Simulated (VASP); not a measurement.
# RbCl (Fm-3m) in VASP: a series of runs

RbCl is run at these levels: PBE, LDA, PBEsol; tasks: single point.

All numbers are computed with VASP 6.6.1; they aren't measurements. Logs are shortened: lines on timing, memory, paths and dates and some standing lists are left out, and cuts for length are marked.

### 1 The cell of the first run

The structure is cubic, space group Fm-3m (No. 225). Conventional cell: a = 6.611 Å, b = 6.611 Å, c = 6.611 Å, α = 90.00°, β = 90.00°, γ = 90.00°. Within 4.3 Å of Rb (site symmetry m-3m) lie 6 Cl at 3.31 Å. Within 4.3 Å of Cl (site symmetry m-3m) lie 6 Rb at 3.31 Å.

### 2 Single point, PBE

The input, INCAR:

```
SYSTEM = RbCl
  ALGO = Normal
  EDIFF = 1E-6
  ENCUT = 500
  GGA = PE
  GGA_COMPAT = .False.
  ISIF = 2
  ISMEAR = 0
  LASPH = .True.
  LCHARG = .False.
  LREAL = .False.
  LWAVE = .False.
  NBANDS = 15
  NELM = 120
  PREC = Accurate
  SIGMA = 0.01
```

The input, KPOINTS:

```
k-points
0
Gamma
  2 2 2
  0 0 0
```

The input, POSCAR:

```
RbCl
1.0
    0.0000000000      3.3057264139      3.3057264139
    3.3057264139      0.0000000000      3.3057264139
    3.3057264139      3.3057264139      0.0000000000
Rb Cl
1 1
Direct
    0.0000000000      0.0000000000      0.0000000000
    0.5000000000      0.5000000000      0.5000000000
```

Potentials or basis: VASP PAW PBE potentials, release 64 (Rb_sv, Cl).

Started as:

```sh
cat potpaw_PBE.64/Rb_sv/POTCAR potpaw_PBE.64/Cl/POTCAR > POTCAR
mpirun -np 1 vasp_std > vasp.out
```

OUTCAR:

```text
SYSTEM = RbCl
   EDIFF = 1E-6
   ENCUT = 500
   GGA = PE
   ISIF = 2
   ISMEAR = 0
   LASPH = .True.
   LREAL = .False.
   NELM = 120
   PREC = Accurate

 ion  position               nearest neighbor table
   1  0.000  0.000  0.000-   2 3.31   2 3.31   2 3.31   2 3.31   2 3.31   2 3.31
   2  0.500  0.500  0.500-   1 3.31   1 3.31   1 3.31   1 3.31   1 3.31   1 3.31

  LATTYP: Found a face centered cubic cell.
 ALAT       =     6.6114528278

  Lattice vectors:

 A1 = (   0.0000000000,   3.3057264139,   3.3057264139)
 A2 = (   3.3057264139,   0.0000000000,   3.3057264139)
 A3 = (   3.3057264139,   3.3057264139,   0.0000000000)

Analysis of symmetry for initial positions (statically):
=====================================================================
 Subroutine PRICEL returns:
 Original cell was already a primitive cell.

 Routine SETGRP: Setting up the symmetry group for a
 face centered cubic supercell.

 Subroutine GETGRP returns: Found 48 space group operations
 (whereof 48 operations were pure point group operations)
 out of a pool of 48 trial point group operations.

The static configuration has the point symmetry O_h .

Analysis of symmetry for dynamics (positions and initial velocities):
=====================================================================
 Subroutine PRICEL returns:
 Original cell was already a primitive cell.

 Routine SETGRP: Setting up the symmetry group for a
 face centered cubic supercell.

 Subroutine GETGRP returns: Found 48 space group operations
 (whereof 48 operations were pure point group operations)
 out of a pool of 48 trial point group operations.

The dynamic configuration has the point symmetry O_h .

 Subroutine INISYM returns: Found 48 space group operations
 (whereof 48 operations are pure point group operations),
 and found     1 'primitive' translations

----------------------------------------------------------------------------------------

                                     Primitive cell

  volume of cell :      72.2488

  direct lattice vectors                    reciprocal lattice vectors
     0.000000000  3.305726414  3.305726414    -0.151252686  0.151252686  0.151252686
     3.305726414  0.000000000  3.305726414     0.151252686 -0.151252686  0.151252686
     3.305726414  3.305726414  0.000000000     0.151252686  0.151252686 -0.151252686

  length of vectors
     4.675003128  4.675003128  4.675003128     0.261977337  0.261977337  0.261977337

  position of ions in fractional coordinates (direct lattice)
     0.000000000  0.000000000  0.000000000
     0.500000000  0.500000000  0.500000000

  ion indices of the primitive-cell ions
   primitive index   ion index
                 1           1
                 2           2

----------------------------------------------------------------------------------------

 KPOINTS: k-points

Automatic generation of k-mesh.
 Grid dimensions read from file:
 generate k-points for:    2    2    2

 Generating k-lattice:

  Cartesian coordinates                     Fractional coordinates (reciprocal lattice)
    -0.075626343  0.075626343  0.075626343     0.500000000  0.000000000  0.000000000
     0.075626343 -0.075626343  0.075626343     0.000000000  0.500000000  0.000000000
     0.075626343  0.075626343 -0.075626343     0.000000000  0.000000000  0.500000000

  Length of vectors
     0.130988669  0.130988669  0.130988669

  Shift w.r.t. Gamma in fractional coordinates (k-lattice)
     0.000000000  0.000000000  0.000000000

 Subroutine IBZKPT returns following result:
 ===========================================

 Found      3 irreducible k-points:

 Following reciprocal coordinates:
            Coordinates               Weight
  0.000000  0.000000  0.000000      1.000000
  0.500000  0.000000  0.000000      4.000000
  0.500000  0.500000  0.000000      3.000000
   k-points           NKPTS =      3   k-points in BZ     NKDIM =      3   number of bands    NBANDS=     15
   number of dos      NEDOS =    301   number of ions     NIONS =      2
   total plane-waves  NPLWV =  46656
   dimension x,y,z NGX =    36 NGY =   36 NGZ =   36
   dimension x,y,z NGXF=    72 NGYF=   72 NGZF=   72
   ions per type =               1   1
   NGX,Y,Z   is equivalent  to a cutoff of  12.80, 12.80, 12.80 a.u.
   NGXF,Y,Z  is equivalent  to a cutoff of  25.60, 25.60, 25.60 a.u.
 SYSTEM =  RbCl
   PREC   = accura    normal or accurate (medium, high low for compatibility)
   ISTART =      0    job   : 0-new  1-cont  2-samecut
   ICHARG =      2    charge: 1-file 2-atom 10-const
   ISPIN  =      1    spin polarized calculation?
   LNONCOLLINEAR =      F non collinear calculations
   LSORBIT =      F    spin-orbit coupling
   LASPH  =      T    aspherical Exc in radial PAW
   ENCUT  =  500.0 eV  36.75 Ry    6.06 a.u.   8.52  8.52  8.52*2*pi/ulx,y,z
   NELM   =    120;   NELMIN=  2; NELMDL= -5     # of ELM steps
   EDIFF  = 0.1E-05   stopping-criterion for ELM
   LREAL  =      F    real-space projection
   EDIFFG = 0.1E-04   stopping-criterion for IOM
   NSW    =      0    number of steps for IOM
   IBRION =     -1    ionic relax: 0-MD 1-quasi-New 2-CG
   NFREE  =      0    steps in history (QN), initial steepest desc. (CG)
   ISIF   =      2    stress and relaxation
   ISYM   =      2    0-nonsym 1-usesym 2-fastsym
   POTIM  = 0.5000    time-step for ionic-motion
   TEBEG  =    0.0;   TEEND  =   0.0 temperature during run
   PSTRESS=    0.0 pullay stress
   NELECT =      16.0000    total number of electrons
   NUPDOWN=      -1.0000    fix difference up-down
   EMIN   =  10.00;   EMAX   =-10.00  energy-range for DOS
   EFERMI =   0.00;   METHOD = LEGACY
   ISMEAR =     0;   SIGMA  =   0.01  broadening in eV -4-tet -1-fermi 0-gaus
   EFERMI_NEDOS =   21; number of points for ismear=-14 and -15
   IALGO  =     38    algorithm
   IMIX   =      4    mixing-type and parameters
     AMIX     =   0.40;   BMIX     =  1.00
     AMIX_MAG =   1.60;   BMIX_MAG =  1.00
  volume/ion in A,a.u.               =      36.12       243.78
  Fermi-wavevector in a.u.,A,eV,Ry     =   0.990462  1.871702 13.347525  0.981015
  Thomas-Fermi vector in A             =   2.122134
   LORBIT       =      0    0 simple, 1 ext, 2 COOP (PROOUT), +10 PAW based schemes
   GGA     = PE    functional components
   LHFCALC =     F    Hartree Fock is set to
   AEXX    =    0.0000 exact exchange contribution
   IVDW    =     0    specifies the selected vdW correction
   LEPSILON=     F    determine dielectric tensor
   LRPA    =     F    only Hartree local field effects (RPA)
 non-spin polarized calculation
 Gauss-broadening in eV      SIGMA  =   0.01
  energy-cutoff  :      500.00
  volume of cell :       72.25
 maximum number of plane-waves:      1850
 NGX is ok and might be reduce to    36
   NGX = 17   NGY = 17   NGZ = 17

 number of electron      16.0000002 magnetization

 Free energy of the ion-electron system (eV)
  ---------------------------------------------------
  ext. energy  EPLUGINS =         0.00000000
  ---------------------------------------------------
  free energy    TOTEN  =        -6.62830911 eV

  energy without entropy =       -6.62830911  energy(sigma->0) =       -6.62830911

 E-fermi :  -1.7529     XC(G=0):  -7.2835

 val. band max:       -1.8840059976   @ k =   0.0000   0.0000   0.0000
 cond. band min:       3.0430164511   @ k =   0.0000   0.0000   0.0000
 fundamental gap:      4.9270224487
 Fermi energy:        -1.7528589901

 k-point     1 :       0.0000    0.0000    0.0000
  band No.  band energies     occupation
      1     -25.8967      2.00000
      2     -13.8618      2.00000
      3      -9.9444      2.00000
      4      -9.9444      2.00000
      5      -9.9444      2.00000
      6      -1.8840      2.00000
      7      -1.8840      2.00000
      8      -1.8840      2.00000
      9       3.0430      0.00000
     10       6.0624      0.00000
     11       6.0624      0.00000
     12       6.0624      0.00000
     13       7.0355      0.00000
     14       7.0355      0.00000
     15      10.1613      0.00000

 k-point     2 :       0.5000    0.0000    0.0000
  band No.  band energies     occupation
      1     -25.8819      2.00000
      2     -13.9216      2.00000
      3      -9.9566      2.00000
      4      -9.9566      2.00000
      5      -9.9186      2.00000
      6      -2.7316      2.00000
      7      -2.2129      2.00000
      8      -2.2129      2.00000
      9       5.7937      0.00000
     10       6.0164      0.00000
     11       8.1754      0.00000
     12       8.1754      0.00000
     13       9.4042      0.00000
     14       9.4042      0.00000
     15       9.9960      0.00000

 k-point     3 :       0.5000    0.5000    0.0000
  band No.  band energies     occupation
      1     -25.8778      2.00000
      2     -13.8144      2.00000
      3     -10.1870      2.00000
      4     -10.0397      2.00000
      5     -10.0397      2.00000
      6      -2.2105      2.00000
      7      -1.9883      2.00000
      8      -1.9883      2.00000
      9       4.3009      0.00000
     10       6.0854      0.00000
     11       7.7349      0.00000
     12       8.1150      0.00000
     13       8.4046      0.00000
     14       9.7241      0.00000
     15       9.7241      0.00000

------------------------ aborting loop because EDIFF is reached ----------------------------------------

  FORCE on cell =-STRESS in cart. coord.  units (eV):
  Direction    XX          YY          ZZ          XY          YZ          ZX
  --------------------------------------------------------------------------------------
  -------------------------------------------------------------------------------------
  Total        0.3675685      0.3675685      0.3675685      0.0000000      0.0000000      0.0000000
  in kB        8.1511363      8.1511363      8.1511363      0.0000000      0.0000000      0.0000000
  external PRESSURE =       8.1511363 kB  Pullay stress =       0.0000000 kB

 VOLUME and BASIS-vectors are now :
 -----------------------------------------------------------------------------
  energy-cutoff  :      500.00
  volume of cell :       72.25
      direct lattice vectors                 reciprocal lattice vectors
     0.000000000  3.305726414  3.305726414    -0.151252686  0.151252686  0.151252686
     3.305726414  0.000000000  3.305726414     0.151252686 -0.151252686  0.151252686
     3.305726414  3.305726414  0.000000000     0.151252686  0.151252686 -0.151252686

 POSITION                                       TOTAL-FORCE (eV/Angst)
 -----------------------------------------------------------------------------------
      0.00000      0.00000      0.00000        -0.000000     -0.000000      0.000000
      3.30573      3.30573      3.30573         0.000000      0.000000     -0.000000
 -----------------------------------------------------------------------------------
    total drift:                                0.000000      0.000000      0.000000

  FREE ENERGIE OF THE ION-ELECTRON SYSTEM (eV)
  ---------------------------------------------------
  free  energy   TOTEN  =        -6.6283091119 eV

  energy  without entropy=       -6.6283091119  energy(sigma->0) =       -6.62830911
```

Wall time 12 s (1 thread of Intel Xeon 8259CL, shared host); peak memory 0.19 GiB.

What came out:

| Quantity | Value |
| --- | --- |
| Free energy | -6.6283 eV |
| Pressure | 0.8 GPa |
| Band gap on the k mesh | 4.93 eV |

Caveat: the k points lie up to 0.82 Å⁻¹ apart.

### 3 Single point, LDA

The input, INCAR:

```
SYSTEM = RbCl
PREC = Accurate ; ENCUT = 500
EDIFF = 1E-6 ; ISMEAR = 0
SIGMA = 0.01 ; LREAL = .FALSE.
LASPH = .TRUE. ; NELM = 120
ALGO = Normal ; ISIF = 2
LWAVE = .FALSE. ; LCHARG = .TRUE.
GGA = CA ; LELF = .TRUE.
LVHAR = .TRUE. ; NBANDS = 15
GGA_COMPAT = .FALSE.
```

The input, KPOINTS:

```
regular mesh
0
G
  2 2 2
  0 0 0
```

POSCAR is that of step 2.

Potentials or basis: VASP PAW LDA potentials, release 64 (Rb_sv, Cl).

Started as:

```sh
cat potpaw_LDA.64/Rb_sv/POTCAR potpaw_LDA.64/Cl/POTCAR > POTCAR
mpirun -np 1 vasp_std > vasp.out
```

Wall time 8.6 s (1 thread of Intel Xeon 8259CL, shared host); peak memory 0.16 GiB.

The run converged. Its results:

| Quantity | Value |
| --- | --- |
| Free energy | -7.1737 eV |
| Pressure | -1.5 GPa |
| Band gap on the k mesh | 4.48 eV |

Levels at points of the mesh, in eV from the valence-band top:
```csv
k point,band 4,band 5,band 6,band 7,band 8,band 9,band 10,band 11,band 12,band 13
"(0.00, 0.00, 0.00)",-7.99,-7.99,0.00,0.00,0.00,4.48,7.65,7.65,7.65,8.69
"(0.50, 0.00, 0.00)",-8.01,-7.97,-0.92,-0.35,-0.35,7.26,7.54,9.81,9.81,10.98
"(0.50, 0.50, 0.00)",-8.10,-8.10,-0.35,-0.11,-0.11,5.81,7.60,9.17,9.82,10.06
```

Caveat: the k points lie up to 0.82 Å⁻¹ apart.

(Continued in part 2 of 2.)
